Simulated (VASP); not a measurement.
# WS2 (R3m) in VASP: a series of runs, part 3 of 4

VASP 6.6.1. Earlier steps stand in the parts before.

## 4. Single point, PBEsol (biaxial strain in the a-b plane: +4.5 %, then relaxed in part)

File INCAR:

```
  PREC = Accurate
  ENCUT = 520
  EDIFF = 1E-7
  ISMEAR = 0
  SIGMA = 0.02
  LREAL = F
  LASPH = T
  NELM = 80
  ALGO = Normal
  ISIF = 2
  LWAVE = F
  LCHARG = F
  GGA = PS
  NBANDS = 49
```

File KPOINTS:

```
regular mesh
0
Gamma
  12 12 2
```

File POSCAR:

```
WS2
1.0
    3.2889061281      0.0000000000      0.0000000000
   -1.6444530640      2.8482762576      0.0000000000
    0.0000000000      0.0000000000     18.5478346486
W S
3 6
Direct
    0.6666666667      0.3333333333      0.3326604790
    0.3333333333      0.6666666667      0.6659938123
    0.0000000000      0.0000000000      0.9993271456
    0.3333333333      0.6666666667      0.2508048725
    0.6666666667      0.3333333333      0.0811679818
    0.0000000000      0.0000000000      0.5841382058
    0.3333333333      0.6666666667      0.4145013152
    0.6666666667      0.3333333333      0.9174715392
    0.0000000000      0.0000000000      0.7478346485
```

Potentials or basis: VASP PAW PBE potentials, release 64 (W_sv, S).

Run with:

```bash
$ cat potpaw_PBE.64/W_sv/POTCAR potpaw_PBE.64/S/POTCAR > POTCAR
$ mpirun -np 1 vasp_std > vasp.out
```

OUTCAR:

```text
PREC = Accurate
   ENCUT = 520
   EDIFF = 1E-7
   ISMEAR = 0
   LREAL = F
   LASPH = T
   NELM = 80
   ISIF = 2
   GGA = PS

 ion  position               nearest neighbor table
   1  0.667  0.333  0.333-   7 2.43   7 2.43   7 2.43   4 2.43   4 2.43   4 2.43
   2  0.333  0.667  0.666-   9 2.43   9 2.43   9 2.43   6 2.43   6 2.43   6 2.43
   3  0.000  0.000  0.999-   5 2.43   5 2.43   5 2.43   8 2.43   8 2.43   8 2.43
   4  0.333  0.667  0.251-   1 2.43   1 2.43   1 2.43
   5  0.667  0.333  0.081-   3 2.43   3 2.43   3 2.43
   6  0.000  0.000  0.584-   2 2.43   2 2.43   2 2.43
   7  0.333  0.667  0.415-   1 2.43   1 2.43   1 2.43
   8  0.667  0.333  0.917-   3 2.43   3 2.43   3 2.43
   9  0.000  0.000  0.748-   2 2.43   2 2.43   2 2.43

  LATTYP: Found a hexagonal cell.
 ALAT       =     3.2889061281
 C/A-ratio  =     5.6395147585

  Lattice vectors:

 A1 = (   3.2889061281,   0.0000000000,   0.0000000000)
 A2 = (  -1.6444530640,   2.8482762576,   0.0000000000)
 A3 = (   0.0000000000,   0.0000000000,  18.5478346486)

Analysis of symmetry for initial positions (statically):
=====================================================================
 Subroutine PRICEL returns following result:

  LATTYP: Found a trigonal (rhomboedric) cell.
 ALAT       =     6.4676363589
 COS(alpha) =     0.8707049875

  Lattice vectors:

 A1 = (   1.6444530639,  -0.9494254191,  -6.1826115489)
 A2 = (  -1.6444530637,  -0.9494254194,  -6.1826115508)
 A3 = (  -0.0000000001,   1.8988508385,  -6.1826115489)

   3 primitive cells build up your supercell.

 Routine SETGRP: Setting up the symmetry group for a
 hexagonal supercell.

 Subroutine GETGRP returns: Found  6 space group operations
[... 151 lines left out ...]
  volume/ion in A,a.u.               =      19.31       130.28
  Fermi-wavevector in a.u.,A,eV,Ry     =   1.253519  2.368807 21.378953  1.571309
  Thomas-Fermi vector in A             =   2.387367
   LORBIT       =      0    0 simple, 1 ext, 2 COOP (PROOUT), +10 PAW based schemes
   GGA     = PS    functional components
   LHFCALC =     F    Hartree Fock is set to
   AEXX    =    0.0000 exact exchange contribution
   IVDW    =     0    specifies the selected vdW correction
   LEPSILON=     F    determine dielectric tensor
   LRPA    =     F    only Hartree local field effects (RPA)
 non-spin polarized calculation
 Gauss-broadening in eV      SIGMA  =   0.02
  energy-cutoff  :      520.00
  volume of cell :      173.75
 maximum number of plane-waves:      4734
   NGX = 13   NGY = 13   NGZ = 69

 number of electron      77.9999986 magnetization

 Free energy of the ion-electron system (eV)
  ---------------------------------------------------
  ext. energy  EPLUGINS =         0.00000000
  ---------------------------------------------------
  free energy    TOTEN  =       -75.27974721 eV

  energy without entropy =      -75.27974721  energy(sigma->0) =      -75.27974721

 E-fermi :   6.9408     XC(G=0): -10.6461

 val. band max:        6.6421882555   @ k =   0.0000   0.0000   0.5000
 cond. band min:       7.0546596305   @ k =   0.3333   0.3333   0.5000
 fundamental gap:      0.4124713750
 Fermi energy:         6.9408015454

 k-point     1 :       0.0000    0.0000    0.0000
  band No.  band energies     occupation
      1     -68.3324      2.00000
      2     -68.3324      2.00000
      3     -68.3324      2.00000
      4     -32.5072      2.00000
      5     -32.5072      2.00000
      6     -32.5071      2.00000
[... 1237 lines left out ...]
     48       9.4580      0.00000
     49       9.9048      0.00000

 [... further k-points ...]

------------------------ aborting loop because EDIFF is reached ----------------------------------------

  FORCE on cell =-STRESS in cart. coord.  units (eV):
  Direction    XX          YY          ZZ          XY          YZ          ZX
  --------------------------------------------------------------------------------------
  -------------------------------------------------------------------------------------
  Total      -12.1537257    -12.1537257      0.1086995     -0.0000000      0.0000000      0.0000000
  in kB     -112.0709901   -112.0709901      1.0023311     -0.0000000      0.0000000      0.0000000
  external PRESSURE =     -74.3798830 kB  Pullay stress =       0.0000000 kB

 VOLUME and BASIS-vectors are now :
 -----------------------------------------------------------------------------
  energy-cutoff  :      520.00
  volume of cell :      173.75
      direct lattice vectors                 reciprocal lattice vectors
     3.288906128  0.000000000  0.000000000     0.304052460  0.175544770  0.000000000
    -1.644453064  2.848276258  0.000000000     0.000000000  0.351089540  0.000000000
     0.000000000  0.000000000 18.547834649     0.000000000  0.000000000  0.053914649

 POSITION                                       TOTAL-FORCE (eV/Angst)
 -----------------------------------------------------------------------------------
      1.64445      0.94943      6.17013        -0.000000      0.000000     -0.000076
     -0.00000      1.89885     12.35274        -0.000000      0.000000     -0.000076
      0.00000      0.00000     18.53535        -0.000000      0.000000     -0.000076
     -0.00000      1.89885      4.65189         0.000000      0.000000     -0.018096
      1.64445      0.94943      1.50549         0.000000     -0.000000      0.018172
      0.00000      0.00000     10.83450         0.000000      0.000000     -0.018096
     -0.00000      1.89885      7.68810         0.000000     -0.000000      0.018172
      1.64445      0.94943     17.01711         0.000000     -0.000000     -0.018096
      0.00000      0.00000     13.87071         0.000000     -0.000000      0.018172
 -----------------------------------------------------------------------------------
    total drift:                                0.000000     -0.000000     -0.000272

  FREE ENERGIE OF THE ION-ELECTRON SYSTEM (eV)
  ---------------------------------------------------
  free  energy   TOTEN  =       -75.2797472068 eV

  energy  without entropy=      -75.2797472068  energy(sigma->0) =      -75.27974721
```

OSZICAR:

```text
N       E                     dE             d eps       ncg     rms          rms(c)
DAV:   1     0.788121398967E+03    0.78812E+03   -0.40235E+04  3996   0.157E+03
DAV:   2    -0.203433181617E+02   -0.80846E+03   -0.78110E+03  4321   0.434E+02
DAV:   3    -0.778639877117E+02   -0.57521E+02   -0.56422E+02  4631   0.108E+02
DAV:   4    -0.795785961379E+02   -0.17146E+01   -0.17024E+01  4592   0.187E+01
DAV:   5    -0.796284364649E+02   -0.49840E-01   -0.49750E-01  4746   0.321E+00    0.431E+01
DAV:   6    -0.758217832022E+02    0.38067E+01   -0.18781E+01  4350   0.212E+01    0.186E+01
DAV:   7    -0.754722624608E+02    0.34952E+00   -0.45075E+00  4293   0.873E+00    0.746E+00
DAV:   8    -0.752815717062E+02    0.19069E+00   -0.63780E-01  4544   0.415E+00    0.189E+00
DAV:   9    -0.752823530999E+02   -0.78139E-03   -0.81883E-02  4950   0.117E+00    0.958E-01
DAV:  10    -0.752804579005E+02    0.18952E-02   -0.32154E-02  4621   0.957E-01    0.439E-01
DAV:  11    -0.752798537219E+02    0.60418E-03   -0.67291E-03  4565   0.426E-01    0.216E-01
DAV:  12    -0.752797246353E+02    0.12909E-03   -0.38194E-04  4757   0.107E-01    0.871E-02
DAV:  13    -0.752797461153E+02   -0.21480E-04   -0.18411E-04  4706   0.616E-02    0.257E-02
DAV:  14    -0.752797463003E+02   -0.18495E-06   -0.14617E-05  4811   0.214E-02    0.103E-02
DAV:  15    -0.752797470668E+02   -0.76651E-06   -0.19419E-06  4343   0.567E-03    0.452E-03
DAV:  16    -0.752797472068E+02   -0.14000E-06   -0.69495E-07  4557   0.361E-03    0.151E-03
DAV:  17    -0.752797472068E+02    0.20009E-10   -0.63829E-08  2987   0.143E-03
   1 F= -.75279747E+02 E0= -.75279747E+02  d E =-.381500E-17
```

stdout:

```text
POSCAR found type information on POSCAR W S
 POSCAR found :  2 types and       9 ions
 scaLAPACK will be used
 -----------------------------------------------------------------------------
|                                                                             |
|                                                                             |
|     You enforced a specific xc type in the INCAR file but a different       |
|     I HOPE YOU KNOW WHAT YOU ARE DOING!                                     |
|                                                                             |
 -----------------------------------------------------------------------------

 LDA part: xc-table for (Slater+PW92), standard interpolation
 POSCAR, INCAR and KPOINTS ok, starting setup
 FFT: planning ... GRIDC
 FFT: planning ... GRID_SOFT
 FFT: planning ... GRID
 WAVECAR not read
 entering main loop
```

Run time: 10 min. Hardware: 1 thread of Intel Xeon 8259CL, shared host; peak memory 0.41 GiB.

What came out:

```
Free energy            : -75.2797 eV
Pressure               : -7.4 GPa
Largest force          : 0.018 eV/Å
Band gap on the k mesh : 0.41 eV
```

Forces on the atoms (eV/Å):
```
W    0.000  0.000  0.000
W    0.000  0.000  0.000
W    0.000  0.000  0.000
S    0.000  0.000 -0.018
S    0.000  0.000  0.018
S    0.000  0.000 -0.018
S    0.000  0.000  0.018
S    0.000  0.000 -0.018
S    0.000  0.000  0.018
```

Stress tensor (GPa, compression positive):
```
-11.21   0.00   0.00
  0.00 -11.21   0.00
  0.00   0.00   0.10
```

Levels at points of the mesh, in eV from the valence-band top:
```
           k point  band 36  band 37  band 38  band 39  band 40  band 41  band 42  band 43
(0.00, 0.00, 0.00)    -1.44    -0.91    -0.10    -0.10     1.71     1.71     1.77     1.77
(0.50, 0.00, 0.00)    -2.44    -1.75    -1.75    -1.69     1.48     1.51     1.51     1.92
(0.00, 0.00, 0.50)    -2.15    -0.45    -0.45     0.00     1.73     1.73     1.73     1.73
(0.50, 0.00, 0.50)    -2.40    -1.78    -1.71    -1.71     1.49     1.49     1.52     1.91
```

Caveat: the cell differs from its parent crystal (biaxial strain in the a-b plane: +4.5 %, then relaxed in part); the cell stands under tension; the PAW data sets were made with another functional, which shifts forces and pressure a little; spin-orbit coupling is left out, which moves the levels of the heavy elements; this functional lacks dispersion, which binds the layers, so the pressure and a relaxed spacing across them are unreliable. A k mesh can miss the band edges.

## 5. Single point, PBEsol (equal strain along all axes, cell held: -4.5 %, then relaxed in part)

File INCAR:

```
SYSTEM = WS2
ALGO = Normal
EDIFF = 1E-6
ENCUT = 520
GGA = PS
ISIF = 2
ISMEAR = 0
LASPH = .True.
LCHARG = .False.
LREAL = .False.
LWAVE = .False.
NBANDS = 49
NELM = 80
PREC = Accurate
SIGMA = 0.02
```

File KPOINTS:

```
k-points
0
Gamma
  12 12 2
  0 0 0
```

File POSCAR:

```
WS2
1.0
    3.0056510548      0.0000000000      0.0000000000
   -1.5028255274      2.6029701684      0.0000000000
    0.0000000000      0.0000000000     18.2929761449
W S
3 6
Direct
    0.6666666667      0.3333333333      0.3326837023
    0.3333333333      0.6666666667      0.6660170356
    0.0000000000      0.0000000000      0.9993503689
    0.3333333333      0.6666666667      0.2442928298
    0.6666666667      0.3333333333      0.0876568012
    0.0000000000      0.0000000000      0.5776261632
    0.3333333333      0.6666666667      0.4209901345
    0.6666666667      0.3333333333      0.9109594965
    0.0000000000      0.0000000000      0.7543234679
```

Potentials or basis: VASP PAW PBE potentials, release 64 (W_sv, S).

Run with:

```bash
$ cat potpaw_PBE.64/W_sv/POTCAR potpaw_PBE.64/S/POTCAR > POTCAR
$ mpirun -np 1 vasp_std > vasp.out
```

OUTCAR:

```text
SYSTEM = WS2
   EDIFF = 1E-6
   ENCUT = 520
   GGA = PS
   ISIF = 2
   ISMEAR = 0
   LASPH = .True.
   LREAL = .False.
   NELM = 80
   PREC = Accurate

 ion  position               nearest neighbor table
   1  0.667  0.333  0.333-   7 2.37   7 2.37   7 2.37   4 2.37   4 2.37   4 2.37
   2  0.333  0.667  0.666-   9 2.37   9 2.37   9 2.37   6 2.37   6 2.37   6 2.37
   3  0.000  0.000  0.999-   5 2.37   5 2.37   5 2.37   8 2.37   8 2.37   8 2.37
   4  0.333  0.667  0.244-   1 2.37   1 2.37   1 2.37
   5  0.667  0.333  0.088-   3 2.37   3 2.37   3 2.37
   6  0.000  0.000  0.578-   2 2.37   2 2.37   2 2.37
   7  0.333  0.667  0.421-   1 2.37   1 2.37   1 2.37
   8  0.667  0.333  0.911-   3 2.37   3 2.37   3 2.37
   9  0.000  0.000  0.754-   2 2.37   2 2.37   2 2.37

  LATTYP: Found a hexagonal cell.
 ALAT       =     3.0056510548
 C/A-ratio  =     6.0861942426

  Lattice vectors:

 A1 = (   3.0056510548,   0.0000000000,   0.0000000000)
 A2 = (  -1.5028255274,   2.6029701684,   0.0000000000)
 A3 = (   0.0000000000,   0.0000000000,  18.2929761449)

Analysis of symmetry for initial positions (statically):
[... 206 lines left out ...]
  band No.  band energies     occupation
      1     -65.5824      2.00000
      2     -65.5824      2.00000
      3     -65.5824      2.00000
      4     -29.9917      2.00000
      5     -29.9916      2.00000
      6     -29.9916      2.00000
[... 1237 lines left out ...]
     48      12.3837      0.00000
     49      12.7250      0.00000

 [... further k-points ...]

------------------------ aborting loop because EDIFF is reached ----------------------------------------

  FORCE on cell =-STRESS in cart. coord.  units (eV):
  Direction    XX          YY          ZZ          XY          YZ          ZX
  --------------------------------------------------------------------------------------
  -------------------------------------------------------------------------------------
  Total       15.7071314     15.7071314      2.7612430      0.0000000      0.0000000      0.0000000
  in kB      175.8390546    175.8390546     30.9117145      0.0000000      0.0000000      0.0000000
  external PRESSURE =     127.5299412 kB  Pullay stress =       0.0000000 kB

 VOLUME and BASIS-vectors are now :
 -----------------------------------------------------------------------------
  energy-cutoff  :      520.00
  volume of cell :      143.12
      direct lattice vectors                 reciprocal lattice vectors
     3.005651055  0.000000000  0.000000000     0.332706619  0.192088256  0.000000000
    -1.502825527  2.602970168  0.000000000     0.000000000  0.384176512  0.000000000
     0.000000000  0.000000000 18.292976145     0.000000000  0.000000000  0.054665790

 POSITION                                       TOTAL-FORCE (eV/Angst)
 -----------------------------------------------------------------------------------
      1.50283      0.86766      6.08578         0.000000      0.000000      0.000847
     -0.00000      1.73531     12.18343         0.000000      0.000000      0.000847
      0.00000      0.00000     18.28109        -0.000000      0.000000      0.000847
     -0.00000      1.73531      4.46884        -0.000000     -0.000000     -0.024285
      1.50283      0.86766      1.60350        -0.000000      0.000000      0.023439
      0.00000      0.00000     10.56650        -0.000000      0.000000     -0.024285
     -0.00000      1.73531      7.70116        -0.000000      0.000000      0.023439
      1.50283      0.86766     16.66416        -0.000000     -0.000000     -0.024285
      0.00000      0.00000     13.79882        -0.000000      0.000000      0.023439
 -----------------------------------------------------------------------------------
    total drift:                                0.000000      0.000000      0.000024

  FREE ENERGIE OF THE ION-ELECTRON SYSTEM (eV)
  ---------------------------------------------------
  free  energy   TOTEN  =       -75.0683927797 eV

  energy  without entropy=      -75.0683927797  energy(sigma->0) =      -75.06839278
```

OSZICAR:

```text
N       E                     dE             d eps       ncg     rms          rms(c)
DAV:   1     0.819428093146E+03    0.81943E+03   -0.40655E+04  3884   0.162E+03
DAV:   2    -0.147722761402E+02   -0.83420E+03   -0.80347E+03  4207   0.460E+02
DAV:   3    -0.765814380867E+02   -0.61809E+02   -0.60071E+02  4677   0.115E+02
DAV:   4    -0.784126902163E+02   -0.18313E+01   -0.18182E+01  4461   0.196E+01
DAV:   5    -0.784593647560E+02   -0.46675E-01   -0.46622E-01  4702   0.322E+00    0.550E+01
DAV:   6    -0.756153769235E+02    0.28440E+01   -0.99278E+00  4529   0.172E+01    0.241E+01
DAV:   7    -0.753090813321E+02    0.30630E+00   -0.45129E+00  4543   0.838E+00    0.726E+00
DAV:   8    -0.750707732256E+02    0.23831E+00   -0.97784E-01  4437   0.517E+00    0.306E+00
DAV:   9    -0.750778345589E+02   -0.70613E-02   -0.12124E-01  4757   0.138E+00    0.185E+00
DAV:  10    -0.750687813593E+02    0.90532E-02   -0.59284E-02  4538   0.136E+00    0.620E-01
DAV:  11    -0.750684159838E+02    0.36538E-03   -0.37397E-03  4532   0.329E-01    0.144E-01
DAV:  12    -0.750683878799E+02    0.28104E-04   -0.32823E-04  4419   0.851E-02    0.100E-01
DAV:  13    -0.750683923564E+02   -0.44766E-05   -0.61347E-05  4534   0.346E-02    0.492E-02
DAV:  14    -0.750683927797E+02   -0.42329E-06   -0.40233E-06  4165   0.105E-02
   1 F= -.75068393E+02 E0= -.75068393E+02  d E =-.278815-109
```

It took 6.2 min on 1 thread of Intel Xeon 8259CL, shared host; peak memory 0.38 GiB.

Results:

| Property | Result |
| --- | --- |
| Free energy | -75.0684 eV |
| Pressure | 12.8 GPa |
| Largest force | 0.024 eV/Å |
| Band gap on the k mesh | 0.98 eV |

Forces on the atoms (eV/Å):
```
W    0.000  0.000  0.001
W    0.000  0.000  0.001
W    0.000  0.000  0.001
S    0.000  0.000 -0.024
S    0.000  0.000  0.023
S    0.000  0.000 -0.024
S    0.000  0.000  0.023
S    0.000  0.000 -0.024
S    0.000  0.000  0.023
```

Levels at points of the mesh, in eV from the valence-band top:
```csv
k point,band 37,band 38,band 39,band 40,band 41,band 42
"(0.00, 0.00, 0.00)",-1.42,-0.18,-0.18,2.98,2.98,2.98
"(0.50, 0.00, 0.00)",-1.27,-1.05,-1.05,3.01,3.01,3.17
"(0.00, 0.00, 0.50)",-0.72,-0.72,0.00,2.96,2.96,2.99
"(0.50, 0.00, 0.50)",-1.20,-1.20,-0.97,2.88,3.19,3.19
```

Caveat: the cell differs from its parent crystal (equal strain along all axes, cell held: -4.5 %, then relaxed in part); the cell stands under pressure; the PAW data sets were made with another functional, which shifts forces and pressure a little; spin-orbit coupling is left out, which moves the levels of the heavy elements; this functional lacks dispersion, which binds the layers, so the pressure and a relaxed spacing across them are unreliable. A k mesh can miss the band edges.

(Part 3 of 4 ends here.)
